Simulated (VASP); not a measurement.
# Mg2Zn3O (R-3m) in VASP: further runs

Mg2Zn3O is run at these levels: PBE; tasks: single point.

Program: VASP 6.6.1. These are calculated values, not measurements. Logs are shortened: lines on timing, memory, paths and dates and some standing lists are left out, and cuts for length are marked.

## 1. The cell of the first run

The structure is trigonal, space group R-3m (No. 166). The conventional cell has a = 4.867 Å, b = 4.867 Å, c = 15.125 Å, α = 90.00°, β = 90.00°, γ = 120.00°. Within 2.5 Å of Mg (site symmetry 3m) lie 1 O at 1.85 Å. Zn (site symmetry -3m) has 2 Zn at 2.68 Å and 6 Mg at 2.89 Å within 3.5 Å. Zn (site symmetry 3m) has 4 Zn at 2.68 to 2.83 Å and 3 O at 2.81 Å and 7 Mg at 3.03 to 3.45 Å within 3.5 Å. Within 2.5 Å of O (site symmetry -3m) lie 2 Mg at 1.85 Å.

## 2. Single point, PBE

Contents of INCAR:

```
PREC = Accurate
ENCUT = 600
EDIFF = 1E-6
ISMEAR = 0
SIGMA = 0.2
LREAL = False
LASPH = True
NELM = 120
ALGO = Normal
ISIF = 2
LWAVE = False
LCHARG = False
GGA = PE
NBANDS = 32
GGA_COMPAT = False
```

Contents of KPOINTS:

```
regular mesh
0
Gamma
  4 4 4
```

Contents of POSCAR:

```
Mg2Zn3O
1.0
    2.4336697992      1.4050799156      5.0415489196
   -2.4336697992      1.4050799156      5.0415489196
    0.0000000000     -2.8101598254      5.0415489211
Mg Zn O
2 3 1
Direct
    0.8775310678      0.8775310678      0.8775310678
    0.1224689322      0.1224689322      0.1224689322
    0.5000000000      0.5000000000      0.5000000000
    0.6769038543      0.6769038543      0.6769038543
    0.3230961457      0.3230961457      0.3230961457
    0.0000000000      0.0000000000      0.0000000000
```

Potentials or basis: VASP PAW PBE potentials, release 64 (Mg, Zn, O).

Launch:

```bash
$ cat potpaw_PBE.64/Mg/POTCAR potpaw_PBE.64/Zn/POTCAR potpaw_PBE.64/O/POTCAR > POTCAR
$ mpirun -np 1 vasp_std > vasp.out
```

OUTCAR:

```text
PREC = Accurate
   ENCUT = 600
   EDIFF = 1E-6
   ISMEAR = 0
   LREAL = False
   LASPH = True
   NELM = 120
   ISIF = 2
   GGA = PE

 ion  position               nearest neighbor table
   1  0.878  0.878  0.878-   6 1.85   3 2.89   3 2.89   3 2.89   4 3.03   2 3.11   2 3.11   2 3.11
                             5 3.28   5 3.28   5 3.28
   2  0.122  0.122  0.122-   6 1.85   3 2.89   3 2.89   3 2.89   5 3.03   1 3.11   1 3.11   1 3.11
                             4 3.28   4 3.28   4 3.28
   3  0.500  0.500  0.500-   4 2.68   5 2.68   2 2.89   1 2.89   2 2.89   2 2.89   1 2.89   1 2.89

   4  0.677  0.677  0.677-   3 2.68   5 2.83   5 2.83   5 2.83   1 3.03   2 3.28   2 3.28   2 3.28

   5  0.323  0.323  0.323-   3 2.68   4 2.83   4 2.83   4 2.83   2 3.03   1 3.28   1 3.28   1 3.28

   6  0.000  0.000  0.000-   1 1.85   2 1.85

  LATTYP: Found a trigonal (rhomboedric) cell.
 ALAT       =     5.7718466516
 COS(alpha) =     0.6444311289

  Lattice vectors:

 A1 = (   2.4336697992,   1.4050799156,   5.0415489196)
 A2 = (  -2.4336697992,   1.4050799156,   5.0415489196)
 A3 = (   0.0000000000,  -2.8101598254,   5.0415489211)

Analysis of symmetry for initial positions (statically):
=====================================================================
 Subroutine PRICEL returns:
 Original cell was already a primitive cell.

 Routine SETGRP: Setting up the symmetry group for a
 trigonal (rhombohedral) supercell.

 Subroutine GETGRP returns: Found 12 space group operations
 (whereof 12 operations were pure point group operations)
 out of a pool of 12 trial point group operations.

The static configuration has the point symmetry D_3d.

Analysis of symmetry for dynamics (positions and initial velocities):
=====================================================================
 Subroutine PRICEL returns:
 Original cell was already a primitive cell.

 Routine SETGRP: Setting up the symmetry group for a
 trigonal (rhombohedral) supercell.

 Subroutine GETGRP returns: Found 12 space group operations
 (whereof 12 operations were pure point group operations)
 out of a pool of 12 trial point group operations.

The dynamic configuration has the point symmetry D_3d.

 Subroutine INISYM returns: Found 12 space group operations
 (whereof 12 operations are pure point group operations),
 and found     1 'primitive' translations

----------------------------------------------------------------------------------------

                                     Primitive cell

  volume of cell :     103.4375

  direct lattice vectors                    reciprocal lattice vectors
     2.433669799  1.405079916  5.041548920     0.205451044  0.118617215  0.066117247
    -2.433669799  1.405079916  5.041548920    -0.205451044  0.118617215  0.066117247
     0.000000000 -2.810159825  5.041548921     0.000000000 -0.237234431  0.066117247

  length of vectors
     5.771846652  5.771846652  5.771846651     0.246275588  0.246275588  0.246275588

  position of ions in fractional coordinates (direct lattice)
     0.877531068  0.877531068  0.877531068
     0.122468932  0.122468932  0.122468932
     0.500000000  0.500000000  0.500000000
     0.676903854  0.676903854  0.676903854
     0.323096146  0.323096146  0.323096146
     0.000000000  0.000000000  0.000000000

  ion indices of the primitive-cell ions
   primitive index   ion index
                 1           1
                 2           2
                 3           3
                 4           4
                 5           5
                 6           6

----------------------------------------------------------------------------------------

 KPOINTS: regular mesh

Automatic generation of k-mesh.
 Grid dimensions read from file:
 generate k-points for:    4    4    4

 Generating k-lattice:

  Cartesian coordinates                     Fractional coordinates (reciprocal lattice)
     0.051362761  0.029654304  0.016529312     0.250000000  0.000000000 -0.000000000
    -0.051362761  0.029654304  0.016529312     0.000000000  0.250000000 -0.000000000
     0.000000000 -0.059308608  0.016529312    -0.000000000 -0.000000000  0.250000000

  Length of vectors
     0.061568897  0.061568897  0.061568897

  Shift w.r.t. Gamma in fractional coordinates (k-lattice)
     0.000000000  0.000000000  0.000000000

 Subroutine IBZKPT returns following result:
 ===========================================

 Found     13 irreducible k-points:

 Following reciprocal coordinates:
            Coordinates               Weight
  0.000000  0.000000  0.000000      1.000000
  0.250000 -0.000000  0.000000      6.000000
  0.500000 -0.000000  0.000000      3.000000
  0.250000  0.250000  0.000000      6.000000
  0.500000  0.250000  0.000000     12.000000
 -0.250000  0.250000  0.000000      6.000000
  0.500000  0.500000  0.000000      3.000000
  0.250000  0.250000  0.250000      2.000000
  0.500000  0.250000  0.250000      6.000000
 -0.250000  0.250000  0.250000      6.000000
  0.500000  0.500000  0.250000      6.000000
 -0.250000  0.500000  0.250000      6.000000
  0.500000  0.500000  0.500000      1.000000
   k-points           NKPTS =     13   k-points in BZ     NKDIM =     13   number of bands    NBANDS=     32
   number of dos      NEDOS =    301   number of ions     NIONS =      6
   total plane-waves  NPLWV = 110592
   dimension x,y,z NGX =    48 NGY =   48 NGZ =   48
   dimension x,y,z NGXF=    96 NGYF=   96 NGZF=   96
   ions per type =               2   3   1
   NGX,Y,Z   is equivalent  to a cutoff of  13.83, 13.83, 13.83 a.u.
   NGXF,Y,Z  is equivalent  to a cutoff of  27.65, 27.65, 27.65 a.u.
 SYSTEM =  unknown system
   PREC   = accura    normal or accurate (medium, high low for compatibility)
   ISTART =      0    job   : 0-new  1-cont  2-samecut
   ICHARG =      2    charge: 1-file 2-atom 10-const
   ISPIN  =      1    spin polarized calculation?
   LNONCOLLINEAR =      F non collinear calculations
   LSORBIT =      F    spin-orbit coupling
   LASPH  =      T    aspherical Exc in radial PAW
   ENCUT  =  600.0 eV  44.10 Ry    6.64 a.u.  11.53 11.53 11.53*2*pi/ulx,y,z
   NELM   =    120;   NELMIN=  2; NELMDL= -5     # of ELM steps
   EDIFF  = 0.1E-05   stopping-criterion for ELM
   LREAL  =      F    real-space projection
   EDIFFG = 0.1E-04   stopping-criterion for IOM
   NSW    =      0    number of steps for IOM
   IBRION =     -1    ionic relax: 0-MD 1-quasi-New 2-CG
   NFREE  =      0    steps in history (QN), initial steepest desc. (CG)
   ISIF   =      2    stress and relaxation
   ISYM   =      2    0-nonsym 1-usesym 2-fastsym
   POTIM  = 0.5000    time-step for ionic-motion
   TEBEG  =    0.0;   TEEND  =   0.0 temperature during run
   PSTRESS=    0.0 pullay stress
   NELECT =      46.0000    total number of electrons
   NUPDOWN=      -1.0000    fix difference up-down
   EMIN   =  10.00;   EMAX   =-10.00  energy-range for DOS
   EFERMI =   0.00;   METHOD = LEGACY
   ISMEAR =     0;   SIGMA  =   0.20  broadening in eV -4-tet -1-fermi 0-gaus
   EFERMI_NEDOS =   21; number of points for ismear=-14 and -15
   IALGO  =     38    algorithm
   IMIX   =      4    mixing-type and parameters
     AMIX     =   0.40;   BMIX     =  1.00
     AMIX_MAG =   1.60;   BMIX_MAG =  1.00
  volume/ion in A,a.u.               =      17.24       116.34
  Fermi-wavevector in a.u.,A,eV,Ry     =   1.249592  2.361386 21.245218  1.561479
  Thomas-Fermi vector in A             =   2.383625
   LORBIT       =      0    0 simple, 1 ext, 2 COOP (PROOUT), +10 PAW based schemes
   GGA     = PE    functional components
   LHFCALC =     F    Hartree Fock is set to
   AEXX    =    0.0000 exact exchange contribution
   IVDW    =     0    specifies the selected vdW correction
   LEPSILON=     F    determine dielectric tensor
   LRPA    =     F    only Hartree local field effects (RPA)
 non-spin polarized calculation
 Gauss-broadening in eV      SIGMA  =   0.20
  energy-cutoff  :      600.00
  volume of cell :      103.44
 maximum number of plane-waves:      3473
 NGX is ok and might be reduce to    48
   NGX = 23   NGY = 23   NGZ = 23

 number of electron      46.0000000 magnetization

 Free energy of the ion-electron system (eV)
  ---------------------------------------------------
  ext. energy  EPLUGINS =         0.00000000
  ---------------------------------------------------
  free energy    TOTEN  =       -13.39840756 eV

  energy without entropy =      -13.34661066  energy(sigma->0) =      -13.37250911

 E-fermi :   2.3564     XC(G=0):  -9.9015

 val. band max:        2.2812926868   @ k =   0.5000  -0.0000   0.0000
 cond. band min:       2.3574062783   @ k =  -0.2500   0.2500   0.2500
 fundamental gap:      0.0761135915
 Fermi energy:         2.3564328419

 k-point     1 :       0.0000    0.0000    0.0000
  band No.  band energies     occupation
      1     -15.1485      2.00000
      2      -5.2766      2.00000
      3      -5.0918      2.00000
      4      -5.0918      2.00000
      5      -5.0397      2.00000
      6      -5.0235      2.00000
[... 24 lines left out ...]
     31       9.2320      0.00000
     32       9.2455      0.00000

 k-point     2 :       0.2500   -0.0000    0.0000
  band No.  band energies     occupation
      1     -15.1324      2.00000
      2      -5.2483      2.00000
      3      -5.1127      2.00000
      4      -5.0773      2.00000
      5      -5.0627      2.00000
      6      -5.0213      2.00000
[... 24 lines left out ...]
     31       8.3706      0.00000
     32      10.3290      0.00000

 k-point     3 :       0.5000   -0.0000    0.0000
  band No.  band energies     occupation
      1     -15.1164      2.00000
      2      -5.2412      2.00000
      3      -5.1410      2.00000
      4      -5.0984      2.00000
      5      -5.0619      2.00000
      6      -5.0189      2.00000
[... 24 lines left out ...]
     31      10.7729      0.00000
     32      11.0348      0.00000

 k-point     4 :       0.2500    0.2500    0.0000
  band No.  band energies     occupation
      1     -15.1310      2.00000
      2      -5.2295      2.00000
      3      -5.1011      2.00000
      4      -5.0827      2.00000
      5      -5.0535      2.00000
      6      -5.0466      2.00000
[... 24 lines left out ...]
     31       9.1105      0.00000
     32       9.3581      0.00000

 k-point     5 :       0.5000    0.2500    0.0000
  band No.  band energies     occupation
      1     -15.1153      2.00000
      2      -5.2270      2.00000
      3      -5.1179      2.00000
      4      -5.0853      2.00000
      5      -5.0653      2.00000
      6      -5.0446      2.00000
[... 24 lines left out ...]
     31       9.8828      0.00000
     32      10.5855      0.00000

 k-point     6 :      -0.2500    0.2500    0.0000
  band No.  band energies     occupation
      1     -15.1166      2.00000
      2      -5.2301      2.00000
      3      -5.1211      2.00000
      4      -5.0725      2.00000
      5      -5.0704      2.00000
      6      -5.0456      2.00000
[... 24 lines left out ...]
     31       9.5771      0.00000
     32       9.9187      0.00000

 k-point     7 :       0.5000    0.5000    0.0000
  band No.  band energies     occupation
      1     -15.1140      2.00000
      2      -5.2279      2.00000
      3      -5.1015      2.00000
      4      -5.0953      2.00000
      5      -5.0497      2.00000
      6      -5.0446      2.00000
[... 24 lines left out ...]
     31       9.3623      0.00000
     32       9.9029      0.00000

 k-point     8 :       0.2500    0.2500    0.2500
  band No.  band energies     occupation
      1     -15.1438      2.00000
      2      -5.2191      2.00000
      3      -5.0937      2.00000
      4      -5.0937      2.00000
      5      -5.0600      2.00000
      6      -5.0600      2.00000
[... 24 lines left out ...]
     31       8.5618      0.00000
     32       9.6932      0.00000

 k-point     9 :       0.5000    0.2500    0.2500
  band No.  band energies     occupation
      1     -15.1279      2.00000
      2      -5.2247      2.00000
      3      -5.1164      2.00000
      4      -5.0893      2.00000
      5      -5.0786      2.00000
      6      -5.0582      2.00000
[... 24 lines left out ...]
     31       9.0851      0.00000
     32      10.1046      0.00000

 k-point    10 :      -0.2500    0.2500    0.2500
  band No.  band energies     occupation
      1     -15.1152      2.00000
      2      -5.2239      2.00000
      3      -5.1192      2.00000
      4      -5.0912      2.00000
      5      -5.0740      2.00000
      6      -5.0451      2.00000
[... 24 lines left out ...]
     31      10.1638      0.00000
     32      10.2189      0.00000

 k-point    11 :       0.5000    0.5000    0.2500
  band No.  band energies     occupation
      1     -15.1265      2.00000
      2      -5.2325      2.00000
      3      -5.1002      2.00000
      4      -5.0981      2.00000
      5      -5.0695      2.00000
      6      -5.0679      2.00000
[... 24 lines left out ...]
     31       9.1674      0.00000
     32       9.1936      0.00000

 k-point    12 :      -0.2500    0.5000    0.2500
  band No.  band energies     occupation
      1     -15.1139      2.00000
      2      -5.2247      2.00000
      3      -5.1065      2.00000
      4      -5.0955      2.00000
      5      -5.0693      2.00000
      6      -5.0582      2.00000
[... 24 lines left out ...]
     31       9.5037      0.00000
     32      10.0426      0.00000

 k-point    13 :       0.5000    0.5000    0.5000
  band No.  band energies     occupation
      1     -15.1390      2.00000
      2      -5.2507      2.00000
      3      -5.0977      2.00000
      4      -5.0977      2.00000
      5      -5.0878      2.00000
      6      -5.0878      2.00000
[... 24 lines left out ...]
     31       8.1402      0.00000
     32       9.1343      0.00000

------------------------ aborting loop because EDIFF is reached ----------------------------------------

  FORCE on cell =-STRESS in cart. coord.  units (eV):
  Direction    XX          YY          ZZ          XY          YZ          ZX
  --------------------------------------------------------------------------------------
  -------------------------------------------------------------------------------------
  Total       -0.1070713     -0.1070713      0.2382270      0.0000000      0.0000000      0.0000000
  in kB       -1.6584629     -1.6584629      3.6899763      0.0000000      0.0000000      0.0000000
  external PRESSURE =       0.1243501 kB  Pullay stress =       0.0000000 kB

 VOLUME and BASIS-vectors are now :
 -----------------------------------------------------------------------------
  energy-cutoff  :      600.00
  volume of cell :      103.44
      direct lattice vectors                 reciprocal lattice vectors
     2.433669799  1.405079916  5.041548920     0.205451044  0.118617215  0.066117247
    -2.433669799  1.405079916  5.041548920    -0.205451044  0.118617215  0.066117247
     0.000000000 -2.810159825  5.041548921     0.000000000 -0.237234431  0.066117247

 POSITION                                       TOTAL-FORCE (eV/Angst)
 -----------------------------------------------------------------------------------
      0.00000      0.00000     13.27235         0.000000     -0.000000     -0.033140
      0.00000      0.00000      1.85230         0.000000      0.000000      0.033140
      0.00000      0.00000      7.56232        -0.000000      0.000000     -0.000000
      0.00000      0.00000     10.23793         0.000000      0.000000      0.002608
      0.00000      0.00000      4.88672         0.000000     -0.000000     -0.002608
      0.00000      0.00000      0.00000         0.000000      0.000000      0.000000
 -----------------------------------------------------------------------------------
    total drift:                                0.000000      0.000000     -0.000000

  FREE ENERGIE OF THE ION-ELECTRON SYSTEM (eV)
  ---------------------------------------------------
  free  energy   TOTEN  =       -13.3984075636 eV

  energy  without entropy=      -13.3466106597  energy(sigma->0) =      -13.37250911
```

Run time: 45 s. Hardware: 1 thread of Intel Xeon 6975P-C (Granite Rapids), shared host; peak memory 0.34 GiB.

What came out:

```
Free energy            : -13.3984 eV
Pressure               : 0.0 GPa
Largest force          : 0.033 eV/Å
Band gap on the k mesh : zero (band 23 reaches 3.31 eV, above the bottom of band 24 at 2.15 eV)
```

Forces in eV/Å, atoms in the order of the input:
```
Mg   0.000  0.000 -0.033
Mg   0.000  0.000  0.033
Zn   0.000  0.000  0.000
Zn   0.000  0.000  0.003
Zn   0.000  0.000 -0.003
O    0.000  0.000  0.000
```

Stress tensor (GPa, compression positive):
```
-0.17  0.00  0.00
 0.00 -0.17  0.00
 0.00  0.00  0.37
```

Caveat: the k points lie up to 0.39 Å⁻¹ apart.

## 3. Single point, PBE

Contents of INCAR:

```
  PREC = Accurate
  ENCUT = 600
  EDIFF = 1E-6
  ISMEAR = 0
  SIGMA = 0.2
  LREAL = F
  LASPH = T
  NELM = 120
  ALGO = Normal
  ISIF = 2
  LWAVE = F
  LCHARG = F
  GGA = PE
  NBANDS = 32
  GGA_COMPAT = F
```

KPOINTS is that of step 2.

Contents of POSCAR:

```
Mg2Zn3O
1.0
    2.4348638096      1.4057692759      5.0456927860
   -2.4348638096      1.4057692759      5.0456927860
    0.0000000000     -2.8115385518      5.0456927860
Mg Zn O
2 3 1
Direct
    0.3775460072      0.3775460072      0.3775460072
    0.6224539928      0.6224539928      0.6224539928
    0.8229025259      0.8229025259      0.8229025259
    0.1770974741      0.1770974741      0.1770974741
    0.0000000000      0.0000000000      0.0000000000
    0.5000000000      0.5000000000      0.5000000000
```

Potentials or basis: VASP PAW PBE potentials, release 64 (Mg, Zn, O).

Launch:

```bash
$ cat potpaw_PBE.64/Mg/POTCAR potpaw_PBE.64/Zn/POTCAR potpaw_PBE.64/O/POTCAR > POTCAR
$ mpirun -np 1 vasp_std > vasp.out
```

Wall time 47 s (1 thread of Intel Xeon 6975P-C (Granite Rapids), shared host); peak memory 0.34 GiB.

It converged, with:

```
Free energy            : -13.3985 eV
Pressure               : -0.1 GPa
Largest force          : 0.016 eV/Å
Band gap on the k mesh : zero (band 23 reaches 3.30 eV, above the bottom of band 24 at 2.14 eV)
```

Forces in eV/Å, atoms in the order of the input:
```
Mg   0.000  0.000 -0.016
Mg   0.000  0.000  0.016
Zn   0.000  0.000  0.004
Zn   0.000  0.000 -0.004
Zn   0.000  0.000  0.000
O    0.000  0.000  0.000
```

Stress tensor (GPa, compression positive):
```
-0.23  0.00  0.00
 0.00 -0.23  0.00
 0.00  0.00  0.18
```

Levels at points of the mesh, in eV from the Fermi level:
| k point | band 20 | band 21 | band 22 | band 23 | band 24 | band 25 | band 26 | band 27 |
| --- | --- | --- | --- | --- | --- | --- | --- | --- |
| (0.00, 0.00, 0.00) | -2.95 | -1.50 | -0.73 | 0.95 | 1.40 | 1.40 | 1.55 | 1.55 |
| (0.50, 0.00, 0.00) | -3.46 | -2.67 | -1.64 | -0.38 | -0.07 | 1.42 | 1.69 | 2.77 |
| (0.50, 0.50, 0.00) | -3.72 | -2.42 | -2.07 | -0.64 | 0.06 | 1.50 | 3.77 | 4.45 |
| (0.50, 0.50, 0.50) | -2.96 | -2.96 | 0.30 | 0.30 | 0.37 | 2.93 | 2.93 | 3.28 |

Caveat: the k points lie up to 0.39 Å⁻¹ apart.
